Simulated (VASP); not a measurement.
# LaCuIr4 (F-43m) in VASP: single point with PBE

Aim: the single point of LaCuIr4 with PBE.

Program: VASP 6.6.1. These are calculated values, not measurements. Logs are shortened: lines on timing, memory, paths and dates and some standing lists are left out, and cuts for length are marked.

## (1) The cell of the first run

The structure is cubic, space group F-43m (No. 216). Conventional cell: a = 7.206 Å, b = 7.206 Å, c = 7.206 Å, α = 90.00°, β = 90.00°, γ = 90.00°. Within 3.9 Å of La (site symmetry -43m) lie 12 Ir at 2.99 Å and 4 Cu at 3.12 Å. Cu (site symmetry -43m) has 12 Ir at 2.99 Å and 4 La at 3.12 Å within 3.9 Å. Ir (site symmetry 3m) has 6 Ir at 2.54 to 2.56 Å and 3 Cu at 2.99 Å and 3 La at 2.99 Å within 3.3 Å.

The cell was generated, and may not be a known phase.

## (2) Single point, PBE

Input file INCAR:

```
PREC = Accurate ; ENCUT = 520
EDIFF = 1E-6 ; ISMEAR = 0
SIGMA = 0.1 ; LREAL = F
LASPH = T ; NELM = 100
ALGO = Normal ; ISIF = 2
LWAVE = F ; LCHARG = F
GGA = PE ; NBANDS = 38
```

Input file KPOINTS:

```
Automatic mesh
0
Gamma
  4 4 4
```

Input file POSCAR:

```
LaCuIr4
1.0
    0.0000000000      3.6027697400      3.6027697400
    3.6027697400      0.0000000000      3.6027697400
    3.6027697400      3.6027697400      0.0000000000
La Cu Ir
1 1 4
Direct
    0.5000000000      0.5000000000      0.5000000000
    0.2500000000      0.2500000000      0.2500000000
    0.3733955000      0.8755348300      0.8755348300
    0.8755348300      0.8755348300      0.3733955000
    0.8755348300      0.8755348300      0.8755348300
    0.8755348300      0.3733955000      0.8755348300
```

Potentials or basis: VASP PAW PBE potentials, release 64 (La, Cu, Ir).

Launch:

```
cat potpaw_PBE.64/La/POTCAR potpaw_PBE.64/Cu/POTCAR potpaw_PBE.64/Ir/POTCAR > POTCAR
mpirun -np 1 vasp_std > vasp.out
```

OUTCAR:

```text
PREC = Accurate
   ENCUT = 520
   EDIFF = 1E-6
   ISMEAR = 0
   LREAL = F
   LASPH = T
   NELM = 100
   ISIF = 2
   GGA = PE

 ion  position               nearest neighbor table
   1  0.500  0.500  0.500-   3 2.99   6 2.99   4 2.99   5 2.99   5 2.99   5 2.99   3 2.99   4 2.99
                             3 2.99   4 2.99   6 2.99   6 2.99   2 3.12   2 3.12   2 3.12   2 3.12
   2  0.250  0.250  0.250-   4 2.99   6 2.99   3 2.99   4 2.99   3 2.99   6 2.99   5 2.99   5 2.99
                             5 2.99   3 2.99   4 2.99   6 2.99   1 3.12   1 3.12   1 3.12   1 3.12
   3  0.373  0.876  0.876-   4 2.54   5 2.54   6 2.54   5 2.56   4 2.56   6 2.56   2 2.99   2 2.99
                             2 2.99   1 2.99   1 2.99   1 2.99
   4  0.876  0.876  0.373-   3 2.54   5 2.54   6 2.54   5 2.56   6 2.56   3 2.56   2 2.99   2 2.99
                             2 2.99   1 2.99   1 2.99   1 2.99
   5  0.876  0.876  0.876-   3 2.54   4 2.54   6 2.54   4 2.56   6 2.56   3 2.56   2 2.99   2 2.99
                             2 2.99   1 2.99   1 2.99   1 2.99
   6  0.876  0.373  0.876-   3 2.54   4 2.54   5 2.54   4 2.56   5 2.56   3 2.56   2 2.99   2 2.99
                             2 2.99   1 2.99   1 2.99   1 2.99

  LATTYP: Found a face centered cubic cell.
 ALAT       =     7.2055394800

  Lattice vectors:

 A1 = (   0.0000000000,   3.6027697400,   3.6027697400)
 A2 = (   3.6027697400,   0.0000000000,   3.6027697400)
 A3 = (   3.6027697400,   3.6027697400,   0.0000000000)

Analysis of symmetry for initial positions (statically):
=====================================================================
 Subroutine PRICEL returns:
 Original cell was already a primitive cell.

 Routine SETGRP: Setting up the symmetry group for a
 face centered cubic supercell.

 Subroutine GETGRP returns: Found 24 space group operations
 (whereof 24 operations were pure point group operations)
 out of a pool of 48 trial point group operations.

The static configuration has the point symmetry T_d .

Analysis of symmetry for dynamics (positions and initial velocities):
=====================================================================
 Subroutine PRICEL returns:
 Original cell was already a primitive cell.

 Routine SETGRP: Setting up the symmetry group for a
 face centered cubic supercell.

 Subroutine GETGRP returns: Found 24 space group operations
 (whereof 24 operations were pure point group operations)
 out of a pool of 48 trial point group operations.

The dynamic configuration has the point symmetry T_d .

 Subroutine INISYM returns: Found 24 space group operations
 (whereof 24 operations are pure point group operations),
 and found     1 'primitive' translations

----------------------------------------------------------------------------------------

                                     Primitive cell

  volume of cell :      93.5275

  direct lattice vectors                    reciprocal lattice vectors
     0.000000000  3.602769740  3.602769740    -0.138782114  0.138782114  0.138782114
     3.602769740  0.000000000  3.602769740     0.138782114 -0.138782114  0.138782114
     3.602769740  3.602769740  0.000000000     0.138782114  0.138782114 -0.138782114

  length of vectors
     5.095085828  5.095085828  5.095085828     0.240377672  0.240377672  0.240377672

  position of ions in fractional coordinates (direct lattice)
     0.500000000  0.500000000  0.500000000
     0.250000000  0.250000000  0.250000000
     0.373395500  0.875534830  0.875534830
     0.875534830  0.875534830  0.373395500
     0.875534830  0.875534830  0.875534830
     0.875534830  0.373395500  0.875534830

  ion indices of the primitive-cell ions
   primitive index   ion index
                 1           1
                 2           2
                 3           3
                 4           4
                 5           5
                 6           6

----------------------------------------------------------------------------------------

 KPOINTS: Automatic mesh

Automatic generation of k-mesh.
 Grid dimensions read from file:
 generate k-points for:    4    4    4

 Generating k-lattice:

  Cartesian coordinates                     Fractional coordinates (reciprocal lattice)
    -0.034695528  0.034695528  0.034695528     0.250000000  0.000000000  0.000000000
     0.034695528 -0.034695528  0.034695528     0.000000000  0.250000000  0.000000000
     0.034695528  0.034695528 -0.034695528     0.000000000  0.000000000  0.250000000

  Length of vectors
     0.060094418  0.060094418  0.060094418

  Shift w.r.t. Gamma in fractional coordinates (k-lattice)
     0.000000000  0.000000000  0.000000000

 Subroutine IBZKPT returns following result:
 ===========================================

 Found      8 irreducible k-points:

 Following reciprocal coordinates:
            Coordinates               Weight
  0.000000  0.000000  0.000000      1.000000
  0.250000  0.000000  0.000000      8.000000
  0.500000  0.000000  0.000000      4.000000
  0.250000  0.250000  0.000000      6.000000
  0.500000  0.250000  0.000000     24.000000
 -0.250000  0.250000  0.000000     12.000000
  0.500000  0.500000  0.000000      3.000000
 -0.250000  0.500000  0.250000      6.000000
   k-points           NKPTS =      8   k-points in BZ     NKDIM =      8   number of bands    NBANDS=     38
   number of dos      NEDOS =    301   number of ions     NIONS =      6
   total plane-waves  NPLWV =  64000
   dimension x,y,z NGX =    40 NGY =   40 NGZ =   40
   dimension x,y,z NGXF=    80 NGYF=   80 NGZF=   80
   ions per type =               1   1   4
   NGX,Y,Z   is equivalent  to a cutoff of  13.05, 13.05, 13.05 a.u.
   NGXF,Y,Z  is equivalent  to a cutoff of  26.10, 26.10, 26.10 a.u.
 SYSTEM =  unknown system
   PREC   = accura    normal or accurate (medium, high low for compatibility)
   ISTART =      0    job   : 0-new  1-cont  2-samecut
   ICHARG =      2    charge: 1-file 2-atom 10-const
   ISPIN  =      1    spin polarized calculation?
   LNONCOLLINEAR =      F non collinear calculations
   LSORBIT =      F    spin-orbit coupling
   LASPH  =      T    aspherical Exc in radial PAW
   ENCUT  =  520.0 eV  38.22 Ry    6.18 a.u.   9.47  9.47  9.47*2*pi/ulx,y,z
   NELM   =    100;   NELMIN=  2; NELMDL= -5     # of ELM steps
   EDIFF  = 0.1E-05   stopping-criterion for ELM
   LREAL  =      F    real-space projection
   EDIFFG = 0.1E-04   stopping-criterion for IOM
   NSW    =      0    number of steps for IOM
   IBRION =     -1    ionic relax: 0-MD 1-quasi-New 2-CG
   NFREE  =      0    steps in history (QN), initial steepest desc. (CG)
   ISIF   =      2    stress and relaxation
   ISYM   =      2    0-nonsym 1-usesym 2-fastsym
   POTIM  = 0.5000    time-step for ionic-motion
   TEBEG  =    0.0;   TEEND  =   0.0 temperature during run
   PSTRESS=    0.0 pullay stress
   NELECT =      58.0000    total number of electrons
   NUPDOWN=      -1.0000    fix difference up-down
   EMIN   =  10.00;   EMAX   =-10.00  energy-range for DOS
   EFERMI =   0.00;   METHOD = LEGACY
   ISMEAR =     0;   SIGMA  =   0.10  broadening in eV -4-tet -1-fermi 0-gaus
   EFERMI_NEDOS =   21; number of points for ismear=-14 and -15
   IALGO  =     38    algorithm
   IMIX   =      4    mixing-type and parameters
     AMIX     =   0.40;   BMIX     =  1.00
     AMIX_MAG =   1.60;   BMIX_MAG =  1.00
  volume/ion in A,a.u.               =      15.59       105.19
  Fermi-wavevector in a.u.,A,eV,Ry     =   1.396061  2.638172 26.517560  1.948986
  Thomas-Fermi vector in A             =   2.519452
   LORBIT       =      0    0 simple, 1 ext, 2 COOP (PROOUT), +10 PAW based schemes
   GGA     = PE    functional components
   LHFCALC =     F    Hartree Fock is set to
   AEXX    =    0.0000 exact exchange contribution
   IVDW    =     0    specifies the selected vdW correction
   LEPSILON=     F    determine dielectric tensor
   LRPA    =     F    only Hartree local field effects (RPA)
 non-spin polarized calculation
 Gauss-broadening in eV      SIGMA  =   0.10
  energy-cutoff  :      520.00
  volume of cell :       93.53
 maximum number of plane-waves:      2565
 NGX is ok and might be reduce to    40
   NGX = 19   NGY = 19   NGZ = 19

 number of electron      58.0000004 magnetization

 Free energy of the ion-electron system (eV)
  ---------------------------------------------------
  ext. energy  EPLUGINS =         0.00000000
  ---------------------------------------------------
  free energy    TOTEN  =       -43.48497935 eV

  energy without entropy =      -43.45115712  energy(sigma->0) =      -43.46806823

 E-fermi :   9.7931     XC(G=0): -13.0271

 val. band max:        9.7849788049   @ k =   0.5000   0.0000   0.0000
 cond. band min:       9.9031002993   @ k =   0.5000   0.5000   0.0000
 fundamental gap:      0.1181214944
 Fermi energy:         9.7931065809

 k-point     1 :       0.0000    0.0000    0.0000
  band No.  band energies     occupation
      1     -20.8681      2.00000
      2      -5.1737      2.00000
      3      -5.1737      2.00000
      4      -5.1737      2.00000
      5       0.0263      2.00000
      6       2.9485      2.00000
[... 30 lines left out ...]
     37      13.5913      0.00000
     38      14.2023      0.00000

 k-point     2 :       0.2500    0.0000    0.0000
  band No.  band energies     occupation
      1     -20.8604      2.00000
      2      -5.2876      2.00000
      3      -5.1545      2.00000
      4      -5.1545      2.00000
      5       0.7395      2.00000
      6       3.3559      2.00000
[... 30 lines left out ...]
     37      13.8135      0.00000
     38      14.3319      0.00000

 k-point     3 :       0.5000    0.0000    0.0000
  band No.  band energies     occupation
      1     -20.8527      2.00000
      2      -5.3864      2.00000
      3      -5.1352      2.00000
      4      -5.1352      2.00000
      5       1.5669      2.00000
      6       3.8039      2.00000
[... 30 lines left out ...]
     37      14.0581      0.00000
[... 125 lines left out ...]
 k-point     7 :       0.5000    0.5000    0.0000
  band No.  band energies     occupation
      1     -20.8480      2.00000
      2      -5.3045      2.00000
      3      -5.1802      2.00000
      4      -5.1802      2.00000
      5       2.7934      2.00000
      6       3.1143      2.00000
[... 30 lines left out ...]
     37      14.3437      0.00000
     38      14.3891      0.00000

 k-point     8 :      -0.2500    0.5000    0.2500
  band No.  band energies     occupation
      1     -20.8479      2.00000
      2      -5.2780      2.00000
      3      -5.2037      2.00000
      4      -5.1910      2.00000
      5       3.1176      2.00000
      6       3.2882      2.00000
[... 30 lines left out ...]
     37      14.2100      0.00000
     38      14.2870      0.00000

------------------------ aborting loop because EDIFF is reached ----------------------------------------

  FORCE on cell =-STRESS in cart. coord.  units (eV):
  Direction    XX          YY          ZZ          XY          YZ          ZX
  --------------------------------------------------------------------------------------
  -------------------------------------------------------------------------------------
  Total       20.3065593     20.3065593     20.3065593      0.0000000      0.0000000      0.0000000
  in kB      347.8623370    347.8623370    347.8623370      0.0000000      0.0000000      0.0000000
  external PRESSURE =     347.8623370 kB  Pullay stress =       0.0000000 kB

 VOLUME and BASIS-vectors are now :
 -----------------------------------------------------------------------------
  energy-cutoff  :      520.00
  volume of cell :       93.53
      direct lattice vectors                 reciprocal lattice vectors
     0.000000000  3.602769740  3.602769740    -0.138782114  0.138782114  0.138782114
     3.602769740  0.000000000  3.602769740     0.138782114 -0.138782114  0.138782114
     3.602769740  3.602769740  0.000000000     0.138782114  0.138782114 -0.138782114

 POSITION                                       TOTAL-FORCE (eV/Angst)
 -----------------------------------------------------------------------------------
      3.60277      3.60277      3.60277        -0.000000     -0.000000     -0.000000
      1.80138      1.80138      1.80138        -0.000000     -0.000000     -0.000000
      6.30870      4.49961      4.49961        -0.090321      0.090321      0.090321
      4.49961      4.49961      6.30870         0.090321      0.090321     -0.090321
      6.30870      6.30870      6.30870        -0.090321     -0.090321     -0.090321
      4.49961      6.30870      4.49961         0.090321     -0.090321      0.090321
 -----------------------------------------------------------------------------------
    total drift:                                0.000006      0.000006      0.000006

  FREE ENERGIE OF THE ION-ELECTRON SYSTEM (eV)
  ---------------------------------------------------
  free  energy   TOTEN  =       -43.4849793496 eV

  energy  without entropy=      -43.4511571176  energy(sigma->0) =      -43.46806823
```

Wall time 2.2 min (1 thread of Intel Xeon 8259CL, shared host); peak memory 0.27 GiB.

Results:

```yaml
Free_energy: -43.4850 eV
Pressure: 34.8 GPa
Largest_force: 0.156 eV/Å
Band_gap_on_the_k_mesh: zero (bands 29 and 30 overlap by 1.33 eV)
```

Forces in eV/Å, atoms in the order of the input:
```
La   0.000  0.000  0.000
Cu   0.000  0.000  0.000
Ir  -0.090  0.090  0.090
Ir   0.090  0.090 -0.090
Ir  -0.090 -0.090 -0.090
Ir   0.090 -0.090  0.090
```

Caveat: the k points lie up to 0.38 Å⁻¹ apart, too coarse for converged energies and pressures of a metal; spin-orbit coupling is left out, which moves the levels of the heavy elements.

The gap in the log of VASP goes by the Fermi energy; the results here count the filled bands.